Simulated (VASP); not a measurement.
# Sb (R-3m) in VASP: a series of runs

Runs on Sb. Level: r2SCAN. Tasks: single point.

Program: VASP 6.6.1. These are calculated values, not measurements. Logs are shortened: lines on timing, memory, paths and dates and some standing lists are left out, and cuts for length are marked.

**1. The cell of the first run**

Symmetry: R-3m, No. 166, trigonal system. Conventional cell: a = 3.337 Å, b = 3.337 Å, c = 25.244 Å, α = 90.00°, β = 90.00°, γ = 120.00°. Within 4.4 Å of Sb (site symmetry -3m) lie 12 Sb at 3.34 to 3.44 Å. Sb (site symmetry 3m) has 12 Sb at 3.32 to 3.44 Å within 4.4 Å.

**2. Single point, r2SCAN**

POSCAR

```
Sb
1.0
    1.6683048699      0.9631962657      8.4145346925
   -1.6683048699      0.9631962657      8.4145346925
    0.0000000000     -1.9263925315      8.4145346925
Sb
3
Direct
    0.0000000000      0.0000000000      0.0000000000
    0.2201952220      0.2201952220      0.2201952220
    0.7798047780      0.7798047780      0.7798047780
```

INCAR.step1

```
  PREC = Accurate
  ENCUT = 520
  ISMEAR = 0
  SIGMA = 0.1
  LREAL = F
  LASPH = T
  NELM = 80
  NBANDS = 14
  GGA = PE
  ALGO = Normal
  EDIFF = 1E-4
  LWAVE = T
  LCHARG = F
```

INCAR.step2

```
  PREC = Accurate
  ENCUT = 520
  EDIFF = 1E-6
  ISMEAR = 0
  SIGMA = 0.1
  LREAL = F
  LASPH = T
  NELM = 80
  ALGO = Normal
  ISIF = 2
  LWAVE = F
  LCHARG = F
  METAGGA = R2SCAN
  LMIXTAU = T
  NBANDS = 14
  ISTART = 1
```

KPOINTS

```
Automatic mesh
0
Gamma
  6 6 6
```

Potentials or basis: VASP PAW PBE potentials, release 64 (Sb).

Launch:

```sh
$ cat potpaw_PBE.64/Sb/POTCAR > POTCAR
$ cp INCAR.step1 INCAR
$ mpirun -np 1 vasp_std > vasp.out
$ cp INCAR.step2 INCAR
$ mpirun -np 1 vasp_std > vasp.out
```

OUTCAR:

```text
PREC = Accurate
   ENCUT = 520
   EDIFF = 1E-6
   ISMEAR = 0
   LREAL = F
   LASPH = T
   NELM = 80
   ISIF = 2
   METAGGA = R2SCAN
   ISTART = 1

 ion  position               nearest neighbor table
   1  0.000  0.000  0.000-   3 3.44   3 3.44   2 3.44   2 3.44   3 3.44   2 3.44
   2  0.220  0.220  0.220-   3 3.32   3 3.32   3 3.32   1 3.44   1 3.44   1 3.44
   3  0.780  0.780  0.780-   2 3.32   2 3.32   2 3.32   1 3.44   1 3.44   1 3.44

  LATTYP: Found a trigonal (rhomboedric) cell.
 ALAT       =     8.6322292762
 COS(alpha) =     0.9252975412

  Lattice vectors:

 A1 = (   1.6683048699,   0.9631962657,   8.4145346925)
 A2 = (  -1.6683048699,   0.9631962657,   8.4145346925)
 A3 = (   0.0000000000,  -1.9263925315,   8.4145346925)

Analysis of symmetry for initial positions (statically):
=====================================================================
 Subroutine PRICEL returns:
 Original cell was already a primitive cell.

 Routine SETGRP: Setting up the symmetry group for a
 trigonal (rhombohedral) supercell.

 Subroutine GETGRP returns: Found 12 space group operations
 (whereof 12 operations were pure point group operations)
 out of a pool of 12 trial point group operations.

The static configuration has the point symmetry D_3d.

Analysis of symmetry for dynamics (positions and initial velocities):
=====================================================================
 Subroutine PRICEL returns:
 Original cell was already a primitive cell.

 Routine SETGRP: Setting up the symmetry group for a
 trigonal (rhombohedral) supercell.

 Subroutine GETGRP returns: Found 12 space group operations
 (whereof 12 operations were pure point group operations)
 out of a pool of 12 trial point group operations.

The dynamic configuration has the point symmetry D_3d.

 Subroutine INISYM returns: Found 12 space group operations
 (whereof 12 operations are pure point group operations),
 and found     1 'primitive' translations

----------------------------------------------------------------------------------------

                                     Primitive cell

  volume of cell :      81.1281

  direct lattice vectors                    reciprocal lattice vectors
     1.668304870  0.963196266  8.414534693     0.299705413  0.173035001  0.039613995
    -1.668304870  0.963196266  8.414534693    -0.299705413  0.173035001  0.039613995
     0.000000000 -1.926392531  8.414534693     0.000000000 -0.346070002  0.039613995

  length of vectors
     8.632229276  8.632229276  8.632229276     0.348329893  0.348329893  0.348329893

  position of ions in fractional coordinates (direct lattice)
[... 95 lines left out ...]
   EFERMI =   0.00;   METHOD = LEGACY
   ISMEAR =     0;   SIGMA  =   0.10  broadening in eV -4-tet -1-fermi 0-gaus
   EFERMI_NEDOS =   21; number of points for ismear=-14 and -15
   IALGO  =     38    algorithm
   IMIX   =      4    mixing-type and parameters
     AMIX     =   0.40;   BMIX     =  1.00
     AMIX_MAG =   1.60;   BMIX_MAG =  1.00
  volume/ion in A,a.u.               =      27.04       182.49
  Fermi-wavevector in a.u.,A,eV,Ry     =   0.932641  1.762437 11.834621  0.869820
  Thomas-Fermi vector in A             =   2.059260
   LORBIT       =      0    0 simple, 1 ext, 2 COOP (PROOUT), +10 PAW based schemes
   METAGGA = R2SCAN    functional components
   LHFCALC =     F    Hartree Fock is set to
   AEXX    =    0.0000 exact exchange contribution
   IVDW    =     0    specifies the selected vdW correction
   LEPSILON=     F    determine dielectric tensor
   LRPA    =     F    only Hartree local field effects (RPA)
 non-spin polarized calculation
 Gauss-broadening in eV      SIGMA  =   0.10
  energy-cutoff  :      520.00
  volume of cell :       81.13
 maximum number of plane-waves:      2203
   NGX = 33   NGY = 33   NGZ = 33

 number of electron      15.0000000 magnetization

 Free energy of the ion-electron system (eV)
  ---------------------------------------------------
  ext. energy  EPLUGINS =         0.00000000
  ---------------------------------------------------
  free energy    TOTEN  =       -75.96232813 eV

  energy without entropy =      -75.95667832  energy(sigma->0) =      -75.95950322

 E-fermi :   8.4011     XC(G=0): -10.8030

 val. band max:        8.2667481863   @ k =  -0.3333   0.3333   0.0000
 cond. band min:       8.4080578449   @ k =  -0.3333   0.1667   0.0000
 fundamental gap:      0.1413096587
 Fermi energy:         8.4010940126

 k-point     1 :       0.0000    0.0000    0.0000
  band No.  band energies     occupation
      1      -5.1680      2.00000
      2      -3.1043      2.00000
      3      -2.8930      2.00000
      4       4.8269      2.00000
      5       5.1014      2.00000
      6      12.7111      0.00000
      7      12.7111      0.00000
      8      13.0168      0.00000
      9      13.0168      0.00000
     10      13.6133      0.00000
     11      14.1359      0.00000
     12      14.1359      0.00000
     13      17.1904      0.00000
     14      17.6558      0.00000
[... 377 lines left out ...]
      1      -1.3454      2.00000
      2      -0.9801      2.00000
      3       0.7089      2.00000
      4       3.8483      2.00000
      5       4.1128      2.00000
      6       5.2361      2.00000
      7       5.9688      2.00000
      8       6.8097      2.00000
      9       8.0545      2.00000
     10       8.6086      0.00335
     11      10.3290      0.00000
     12      11.4979      0.00000
     13      14.9373      0.00000
     14      16.0373      0.00000

 [... further k-points ...]

------------------------ aborting loop because EDIFF is reached ----------------------------------------

  FORCE on cell =-STRESS in cart. coord.  units (eV):
  Direction    XX          YY          ZZ          XY          YZ          ZX
  --------------------------------------------------------------------------------------
  -------------------------------------------------------------------------------------
  Total       -0.2136494     -0.2136494      0.0704105      0.0000000     -0.0000000      0.0000000
  in kB       -4.2193034     -4.2193034      1.3905182      0.0000000     -0.0000000      0.0000000
  external PRESSURE =      -2.3493629 kB  Pullay stress =       0.0000000 kB

 VOLUME and BASIS-vectors are now :
 -----------------------------------------------------------------------------
  energy-cutoff  :      520.00
  volume of cell :       81.13
      direct lattice vectors                 reciprocal lattice vectors
     1.668304870  0.963196266  8.414534693     0.299705413  0.173035001  0.039613995
    -1.668304870  0.963196266  8.414534693    -0.299705413  0.173035001  0.039613995
     0.000000000 -1.926392531  8.414534693     0.000000000 -0.346070002  0.039613995

 POSITION                                       TOTAL-FORCE (eV/Angst)
 -----------------------------------------------------------------------------------
      0.00000      0.00000      0.00000        -0.000000     -0.000000      0.000000
      0.00000     -0.00000      5.55852         0.000000     -0.000000      0.012068
      0.00000     -0.00000     19.68508         0.000000      0.000000     -0.012068
 -----------------------------------------------------------------------------------
    total drift:                                0.000000     -0.000000     -0.000000

  FREE ENERGIE OF THE ION-ELECTRON SYSTEM (eV)
  ---------------------------------------------------
  free  energy   TOTEN  =       -75.9623281278 eV

  energy  without entropy=      -75.9566783174  energy(sigma->0) =      -75.95950322
```

OUTCAR.step1:

```text
PREC = Accurate
   ENCUT = 520
   ISMEAR = 0
   LREAL = F
[... 634 lines left out ...]
      0.00000      0.00000      0.00000         0.000000     -0.000000      0.000000
      0.00000     -0.00000      5.55852         0.000000     -0.000000      0.068855
      0.00000     -0.00000     19.68508         0.000000      0.000000     -0.068855
 -----------------------------------------------------------------------------------
    total drift:                                0.000000     -0.000000     -0.000000

  FREE ENERGIE OF THE ION-ELECTRON SYSTEM (eV)
  ---------------------------------------------------
  free  energy   TOTEN  =       -11.7025418887 eV

  energy  without entropy=      -11.6959007710  energy(sigma->0) =      -11.69922133
```

OSZICAR.step1:

```text
N       E                     dE             d eps       ncg     rms          rms(c)
DAV:   1     0.558426789256E+02    0.55843E+02   -0.47463E+03   896   0.801E+02
DAV:   2    -0.868032487709E+01   -0.64523E+02   -0.60564E+02  1252   0.138E+02
DAV:   3    -0.116913141590E+02   -0.30110E+01   -0.29484E+01  1082   0.330E+01
DAV:   4    -0.117177707249E+02   -0.26457E-01   -0.26449E-01  1094   0.367E+00
DAV:   5    -0.117180459978E+02   -0.27527E-03   -0.27527E-03  1130   0.418E-01    0.296E+00
DAV:   6    -0.117073632642E+02    0.10683E-01   -0.11439E-02  1154   0.551E-01    0.170E+00
DAV:   7    -0.117025862083E+02    0.47771E-02   -0.14296E-02  1004   0.645E-01    0.837E-02
DAV:   8    -0.117025418887E+02    0.44320E-04   -0.58352E-04  1146   0.157E-01
   1 F= -.11702542E+02 E0= -.11699221E+02  d E =-.664112E-02
```

Wall time 8.6 min (1 thread of AMD EPYC 9R45 (Zen 5), shared host); peak memory 0.59 GiB.

What came out:

```yaml
Free_energy: -75.9623 eV
Pressure: -0.2 GPa
Largest_force: 0.012 eV/Å
Band_gap_on_the_k_mesh: zero (an odd number of electrons rules out a gap without spin polarisation)
```

Forces in eV/Å, atoms in the order of the input:
```
Sb   0.000  0.000  0.000
Sb   0.000  0.000  0.012
Sb   0.000  0.000 -0.012
```

Caveat: the k points lie up to 0.36 Å⁻¹ apart, too coarse for converged energies and pressures of a metal; the PAW data sets were made with another functional, which shifts forces and pressure a little; spin-orbit coupling is left out, which moves the levels of the heavy elements.

[end of part 1 of 2]
